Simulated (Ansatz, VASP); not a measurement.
# Ir: VASP beside Ansatz

```
Ir
1.0
     2.45755    0.00000    0.00000
     0.00000    2.45755    0.00000
     0.00000    0.00000    2.45755
Ir
1
Direct
  0.00000 0.00000 0.00000
```

Change from the starting cell: volume scaled by 0.92, LAPW.

Alike in both runs: task single point; functional LDA; k mesh 15 × 15 × 15; occupations fermi-dirac, width 0.1 eV; no spin polarisation.

|  | VASP | Ansatz |
| --- | --- | --- |
| version | VASP 6.6.1 | Ansatz 0.2.0 |
| potentials or method | VASP PAW LDA potentials, release 64 (Ir), cutoff 520 eV | all-electron LAPW, scalar-relativistic |

|  | VASP | Ansatz | Ansatz less VASP |
| --- | --- | --- | --- |
| pressure (GPa) | 31.6 | 29.7 | -1.96 |

LDA's correlation is that of Perdew and Zunger in VASP and of Perdew and Wang (1992) in Ansatz. Both programs put the cell under a high pressure, so it lies far from rest at this level. Ansatz ran all-electron here, and VASP with PAW potentials.

Spin-orbit coupling is off throughout.
